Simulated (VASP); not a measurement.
# Al2O3 (Corundum) (R-3c) in VASP: notebook

The runs below take Al2O3 (Corundum) through single point, with PBEsol+D3(BJ).

All numbers are computed with VASP 6.6.1; they aren't measurements. Logs are shortened: lines on timing, memory, paths and dates and some standing lists are left out, and cuts for length are marked.

**Experimental background.**

“Multi-petahertz electron interference in Cr:Al2O3 solid-state material”, 2018, pmc:5906618 quotes, for a bulk crystal of Al2O3: band gap 8.7 eV (optical).

The runs below are set against these values where they give the same quantity.

## Step 1: The cell of the first run

The structure is trigonal, space group R-3c (No. 167). The conventional cell has a = 4.761 Å, b = 4.761 Å, c = 12.996 Å, α = 90.00°, β = 90.00°, γ = 120.00°. Al (site symmetry 3) has 6 O at 1.85 to 1.97 Å within 2.5 Å. O (site symmetry 2) has 4 Al at 1.85 to 1.97 Å within 2.5 Å.

## Step 2: Single point, PBEsol+D3(BJ)

Input file INCAR:

```
SYSTEM = Al2O3
ALGO = Normal
EDIFF = 1E-6
ENCUT = 520
GGA = PS
ISIF = 2
ISMEAR = 0
IVDW = 12
LASPH = .True.
LCHARG = .False.
LREAL = .False.
LWAVE = .False.
NBANDS = 35
NELM = 80
PREC = Accurate
SIGMA = 0.01
```

Input file KPOINTS:

```
k-points
0
Gamma
  6 6 6
  0 0 0
```

Input file POSCAR:

```
Al2O3
1.0
    2.3802500000      1.3742379800      4.3318666700
   -2.3802500000      1.3742379800      4.3318666700
    0.0000000000     -2.7484759600      4.3318666700
Al O
4 6
Direct
    0.3521600000      0.3521600000      0.3521600000
    0.1478400000      0.1478400000      0.1478400000
    0.6478400000      0.6478400000      0.6478400000
    0.8521600000      0.8521600000      0.8521600000
    0.5566800000      0.9433200000      0.2500000000
    0.2500000000      0.5566800000      0.9433200000
    0.9433200000      0.2500000000      0.5566800000
    0.4433200000      0.0566800000      0.7500000000
    0.7500000000      0.4433200000      0.0566800000
    0.0566800000      0.7500000000      0.4433200000
```

Potentials or basis: VASP PAW PBE potentials, release 64 (Al, O).

Run with:

```
$ cat potpaw_PBE.64/Al/POTCAR potpaw_PBE.64/O/POTCAR > POTCAR
$ mpirun -np 1 vasp_std > vasp.out
```

OUTCAR:

```text
SYSTEM = Al2O3
   EDIFF = 1E-6
   ENCUT = 520
   GGA = PS
   ISIF = 2
   ISMEAR = 0
   IVDW = 12
   LASPH = .True.
   LREAL = .False.
   NELM = 80
   PREC = Accurate
 IVDW          = 12

 ion  position               nearest neighbor table
   1  0.352  0.352  0.352-  10 1.85   8 1.85   9 1.85   5 1.97   7 1.97   6 1.97   2 2.66   3 2.79
                             3 2.79   3 2.79   2 3.22   2 3.22   2 3.22
   2  0.148  0.148  0.148-   9 1.85   8 1.85  10 1.85   5 1.97   7 1.97   6 1.97   1 2.66   4 2.79
                             4 2.79   4 2.79   1 3.22   1 3.22   1 3.22
   3  0.648  0.648  0.648-   7 1.85   5 1.85   6 1.85   8 1.97   9 1.97  10 1.97   4 2.66   1 2.79
                             1 2.79   1 2.79   4 3.22   4 3.22   4 3.22
   4  0.852  0.852  0.852-   6 1.85   5 1.85   7 1.85   8 1.97   9 1.97  10 1.97   3 2.66   2 2.79
                             2 2.79   2 2.79   3 3.22   3 3.22   3 3.22
   5  0.557  0.943  0.250-   3 1.85   4 1.85   1 1.97   2 1.97
   6  0.250  0.557  0.943-   4 1.85   3 1.85   1 1.97   2 1.97
   7  0.943  0.250  0.557-   3 1.85   4 1.85   1 1.97   2 1.97
   8  0.443  0.057  0.750-   1 1.85   2 1.85   3 1.97   4 1.97
   9  0.750  0.443  0.057-   2 1.85   1 1.85   3 1.97   4 1.97
  10  0.057  0.750  0.443-   1 1.85   2 1.85   3 1.97   4 1.97

  LATTYP: Found a trigonal (rhomboedric) cell.
 ALAT       =     5.1302230882
 COS(alpha) =     0.5694707701

  Lattice vectors:

 A1 = (   2.3802500000,   1.3742379800,   4.3318666700)
 A2 = (  -2.3802500000,   1.3742379800,   4.3318666700)
 A3 = (   0.0000000000,  -2.7484759600,   4.3318666700)

Analysis of symmetry for initial positions (statically):
=====================================================================
 Subroutine PRICEL returns:
 Original cell was already a primitive cell.

 Routine SETGRP: Setting up the symmetry group for a
 trigonal (rhombohedral) supercell.

 Subroutine GETGRP returns: Found 12 space group operations
 (whereof  6 operations were pure point group operations)
 out of a pool of 12 trial point group operations.

The static configuration has the point symmetry S_6 .
 The point group associated with its full space group is D_3d.

Analysis of symmetry for dynamics (positions and initial velocities):
=====================================================================
 Subroutine PRICEL returns:
 Original cell was already a primitive cell.

 Routine SETGRP: Setting up the symmetry group for a
 trigonal (rhombohedral) supercell.

 Subroutine GETGRP returns: Found 12 space group operations
 (whereof  6 operations were pure point group operations)
 out of a pool of 12 trial point group operations.

The dynamic configuration has the point symmetry S_6 .
 The point group associated with its full space group is D_3d.

 Subroutine INISYM returns: Found 12 space group operations
 (whereof  6 operations are pure point group operations),
 and found     1 'primitive' translations

----------------------------------------------------------------------------------------

                                     Primitive cell

  volume of cell :      85.0180

  direct lattice vectors                    reciprocal lattice vectors
     2.380250000  1.374237980  4.331866670     0.210061968  0.121279334  0.076949121
    -2.380250000  1.374237980  4.331866670    -0.210061968  0.121279334  0.076949121
     0.000000000 -2.748475960  4.331866670     0.000000000 -0.242558668  0.076949121

  length of vectors
     5.130223088  5.130223088  5.130223090     0.254471756  0.254471756  0.254471756

  position of ions in fractional coordinates (direct lattice)
     0.352160000  0.352160000  0.352160000
     0.147840000  0.147840000  0.147840000
     0.647840000  0.647840000  0.647840000
     0.852160000  0.852160000  0.852160000
     0.556680000  0.943320000  0.250000000
     0.250000000  0.556680000  0.943320000
     0.943320000  0.250000000  0.556680000
     0.443320000  0.056680000  0.750000000
     0.750000000  0.443320000  0.056680000
     0.056680000  0.750000000  0.443320000

  ion indices of the primitive-cell ions
   primitive index   ion index
                 1           1
                 2           2
                 3           3
                 4           4
                 5           5
                 6           6
                 7           7
                 8           8
                 9           9
                10          10

----------------------------------------------------------------------------------------

 KPOINTS: k-points

Automatic generation of k-mesh.
 Grid dimensions read from file:
 generate k-points for:    6    6    6

 Generating k-lattice:

  Cartesian coordinates                     Fractional coordinates (reciprocal lattice)
     0.035010328  0.020213222  0.012824854     0.166666667 -0.000000000  0.000000000
    -0.035010328  0.020213222  0.012824854    -0.000000000  0.166666667  0.000000000
     0.000000000 -0.040426445  0.012824854     0.000000000  0.000000000  0.166666667

  Length of vectors
     0.042411959  0.042411959  0.042411959

  Shift w.r.t. Gamma in fractional coordinates (k-lattice)
     0.000000000  0.000000000  0.000000000

 Subroutine IBZKPT returns following result:
 ===========================================

 Found     32 irreducible k-points:

 Following reciprocal coordinates:
            Coordinates               Weight
  0.000000  0.000000  0.000000      1.000000
  0.166667 -0.000000 -0.000000      6.000000
  0.333333  0.000000 -0.000000      6.000000
  0.500000  0.000000  0.000000      3.000000
  0.166667  0.166667 -0.000000      6.000000
  0.333333  0.166667  0.000000     12.000000
[... 16 lines left out ...]
  0.500000  0.500000  0.166667      6.000000
 -0.333333  0.500000  0.166667     12.000000
 [... further k-points ...]
   k-points           NKPTS =     32   k-points in BZ     NKDIM =     32   number of bands    NBANDS=     35
   number of dos      NEDOS =    301   number of ions     NIONS =     10
   total plane-waves  NPLWV =  64000
   dimension x,y,z NGX =    40 NGY =   40 NGZ =   40
   dimension x,y,z NGXF=    80 NGYF=   80 NGZF=   80
   ions per type =               4   6
   NGX,Y,Z   is equivalent  to a cutoff of  12.96, 12.96, 12.96 a.u.
   NGXF,Y,Z  is equivalent  to a cutoff of  25.92, 25.92, 25.92 a.u.
 SYSTEM =  Al2O3
   PREC   = accura    normal or accurate (medium, high low for compatibility)
   ISTART =      0    job   : 0-new  1-cont  2-samecut
   ICHARG =      2    charge: 1-file 2-atom 10-const
   ISPIN  =      1    spin polarized calculation?
   LNONCOLLINEAR =      F non collinear calculations
   LSORBIT =      F    spin-orbit coupling
   LASPH  =      T    aspherical Exc in radial PAW
   ENCUT  =  520.0 eV  38.22 Ry    6.18 a.u.   9.54  9.54  9.54*2*pi/ulx,y,z
   NELM   =     80;   NELMIN=  2; NELMDL= -5     # of ELM steps
   EDIFF  = 0.1E-05   stopping-criterion for ELM
   LREAL  =      F    real-space projection
   EDIFFG = 0.1E-04   stopping-criterion for IOM
   NSW    =      0    number of steps for IOM
   IBRION =     -1    ionic relax: 0-MD 1-quasi-New 2-CG
   NFREE  =      0    steps in history (QN), initial steepest desc. (CG)
   ISIF   =      2    stress and relaxation
   ISYM   =      2    0-nonsym 1-usesym 2-fastsym
   POTIM  = 0.5000    time-step for ionic-motion
   TEBEG  =    0.0;   TEEND  =   0.0 temperature during run
   PSTRESS=    0.0 pullay stress
   NELECT =      48.0000    total number of electrons
   NUPDOWN=      -1.0000    fix difference up-down
   EMIN   =  10.00;   EMAX   =-10.00  energy-range for DOS
   EFERMI =   0.00;   METHOD = LEGACY
   ISMEAR =     0;   SIGMA  =   0.01  broadening in eV -4-tet -1-fermi 0-gaus
   EFERMI_NEDOS =   21; number of points for ismear=-14 and -15
   IALGO  =     38    algorithm
   IMIX   =      4    mixing-type and parameters
     AMIX     =   0.40;   BMIX     =  1.00
     AMIX_MAG =   1.60;   BMIX_MAG =  1.00
  volume/ion in A,a.u.               =       8.50        57.37
  Fermi-wavevector in a.u.,A,eV,Ry     =   1.353064  2.556920 24.909299  1.830782
  Thomas-Fermi vector in A             =   2.480350
   LORBIT       =      0    0 simple, 1 ext, 2 COOP (PROOUT), +10 PAW based schemes
   GGA     = PS    functional components
   LHFCALC =     F    Hartree Fock is set to
   AEXX    =    0.0000 exact exchange contribution
   IVDW    =    12    specifies the selected vdW correction
   LEPSILON=     F    determine dielectric tensor
   LRPA    =     F    only Hartree local field effects (RPA)
 non-spin polarized calculation
 Gauss-broadening in eV      SIGMA  =   0.01
  energy-cutoff  :      520.00
  volume of cell :       85.02
 maximum number of plane-waves:      2308
 NGX is ok and might be reduce to    40
   NGX = 19   NGY = 19   NGZ = 19

 number of electron      48.0000013 magnetization

 Free energy of the ion-electron system (eV)
  ---------------------------------------------------
  ext. energy  EPLUGINS =         0.00000000
  ---------------------------------------------------
  free energy    TOTEN  =       -78.65841577 eV

  energy without entropy =      -78.65841577  energy(sigma->0) =      -78.65841577

 E-fermi :   6.1614     XC(G=0): -11.9420

 val. band max:        6.0381167734   @ k =   0.0000   0.0000   0.0000
 cond. band min:      12.1605564756   @ k =   0.0000   0.0000   0.0000
 fundamental gap:      6.1224397021
 Fermi energy:         6.1613524292

 k-point     1 :       0.0000    0.0000    0.0000
  band No.  band energies     occupation
      1     -13.1701      2.00000
      2     -10.7910      2.00000
      3     -10.5050      2.00000
      4     -10.5050      2.00000
      5     -10.1852      2.00000
      6     -10.1852      2.00000
[... 27 lines left out ...]
     34      19.5150      0.00000
     35      20.5206      0.00000

 k-point     2 :       0.1667   -0.0000   -0.0000
  band No.  band energies     occupation
      1     -13.0244      2.00000
      2     -10.8650      2.00000
      3     -10.5916      2.00000
      4     -10.5344      2.00000
      5     -10.2547      2.00000
      6     -10.1949      2.00000
[... 27 lines left out ...]
     34      18.8723      0.00000
     35      20.3975      0.00000

 k-point     3 :       0.3333    0.0000   -0.0000
  band No.  band energies     occupation
      1     -12.6101      2.00000
      2     -11.3374      2.00000
      3     -10.5645      2.00000
      4     -10.5378      2.00000
      5     -10.4017      2.00000
      6     -10.2608      2.00000
[... 27 lines left out ...]
     34      19.3559      0.00000
     35      19.4511      0.00000

 k-point     4 :       0.5000    0.0000    0.0000
  band No.  band energies     occupation
      1     -12.0004      2.00000
      2     -12.0004      2.00000
      3     -10.5236      2.00000
      4     -10.5236      2.00000
      5     -10.3932      2.00000
      6     -10.3932      2.00000
[... 27 lines left out ...]
     34      18.6524      0.00000
     35      19.0579      0.00000

 k-point     5 :       0.1667    0.1667   -0.0000
  band No.  band energies     occupation
      1     -12.9847      2.00000
      2     -10.8740      2.00000
      3     -10.6245      2.00000
      4     -10.5332      2.00000
      5     -10.3209      2.00000
      6     -10.1698      2.00000
[... 638 lines left out ...]
 k-point    22 :      -0.1667    0.3333    0.1667
  band No.  band energies     occupation
      1     -12.2796      2.00000
      2     -11.3196      2.00000
      3     -10.9045      2.00000
      4     -10.7553      2.00000
      5     -10.4050      2.00000
      6     -10.2378      2.00000
[... 27 lines left out ...]
     34      19.2210      0.00000
     35      19.3840      0.00000

 k-point    23 :       0.5000    0.5000    0.1667
  band No.  band energies     occupation
      1     -12.1269      2.00000
      2     -11.4114      2.00000
      3     -11.0548      2.00000
      4     -10.8105      2.00000
      5     -10.4263      2.00000
      6     -10.1381      2.00000
[... 27 lines left out ...]
     34      19.2538      0.00000
     35      19.6226      0.00000

 k-point    24 :      -0.3333    0.5000    0.1667
  band No.  band energies     occupation
      1     -11.8387      2.00000
      2     -11.4569      2.00000
      3     -11.2112      2.00000
      4     -10.9815      2.00000
      5     -10.3755      2.00000
      6     -10.1627      2.00000
[... 27 lines left out ...]
     34      19.2811      0.00000
     35      19.4498      0.00000

 [... further k-points ...]

------------------------ aborting loop because EDIFF is reached ----------------------------------------

 Edisp (eV)   -1.94670

 E8    (eV) :    -1.1744

  FORCE on cell =-STRESS in cart. coord.  units (eV):
  Direction    XX          YY          ZZ          XY          YZ          ZX
  --------------------------------------------------------------------------------------
  -------------------------------------------------------------------------------------
  Total      -0.90024    -0.90024    -1.28325     0.00000     0.00000    -0.00000
  in kB     -16.96518   -16.96518   -24.18303     0.00000     0.00000    -0.00000
  external pressure =      -19.37 kB  Pullay stress =        0.00 kB

 VOLUME and BASIS-vectors are now :
 -----------------------------------------------------------------------------
  energy-cutoff  :      520.00
  volume of cell :       85.02
      direct lattice vectors                 reciprocal lattice vectors
     2.380250000  1.374237980  4.331866670     0.210061968  0.121279334  0.076949121
    -2.380250000  1.374237980  4.331866670    -0.210061968  0.121279334  0.076949121
     0.000000000 -2.748475960  4.331866670     0.000000000 -0.242558668  0.076949121

 POSITION                                       TOTAL-FORCE (eV/Angst)
 -----------------------------------------------------------------------------------
      0.00000      0.00000      4.57653        -0.000000      0.000000     -0.053486
      0.00000      0.00000      1.92127        -0.000000     -0.000000      0.053486
      0.00000      0.00000      8.41907        -0.000000      0.000000      0.053486
      0.00000      0.00000     11.07433        -0.000000     -0.000000     -0.053486
     -0.92030      1.37424      7.58077        -0.088234     -0.000000      0.000000
     -0.72998     -1.48412      7.58077         0.044117     -0.076413      0.000000
      1.65027      0.10988      7.58077         0.044117      0.076413      0.000000
      0.92030     -1.37424      5.41483         0.088234     -0.000000     -0.000000
      0.72998      1.48412      5.41483        -0.044117      0.076413      0.000000
     -1.65027     -0.10988      5.41483        -0.044117     -0.076413      0.000000
 -----------------------------------------------------------------------------------
    total drift:                               -0.000000      0.000000     -0.000000

  FREE ENERGIE OF THE ION-ELECTRON SYSTEM (eV)
  ---------------------------------------------------
  free  energy   TOTEN  =       -80.6051119077 eV

  energy  without entropy=      -80.6051119077  energy(sigma->0) =      -80.60511191
```

It took 1.7 min on 1 thread of Intel Xeon 6975P-C, shared host; peak memory 0.27 GiB.

Results:

```
Free energy                : -80.6051 eV
Pressure                   : -1.9 GPa
Largest force              : 0.088 eV/Å
Band gap on the k mesh     : 6.12 eV, direct
Dispersion energy per atom : -0.195 eV
```

Forces in eV/Å, atoms in the order of the input:
```
Al   0.000  0.000 -0.053
Al   0.000  0.000  0.053
Al   0.000  0.000  0.053
Al   0.000  0.000 -0.053
O   -0.088  0.000  0.000
O    0.044 -0.076  0.000
O    0.044  0.076  0.000
O    0.088  0.000  0.000
O   -0.044  0.076  0.000
O   -0.044 -0.076  0.000
```

Stress tensor (GPa, compression positive):
```
-1.70  0.00  0.00
 0.00 -1.70  0.00
 0.00  0.00 -2.42
```

Caveat: the PAW data sets were made with another functional, which shifts forces and pressure a little.

(Continued in part 2 of 2.)
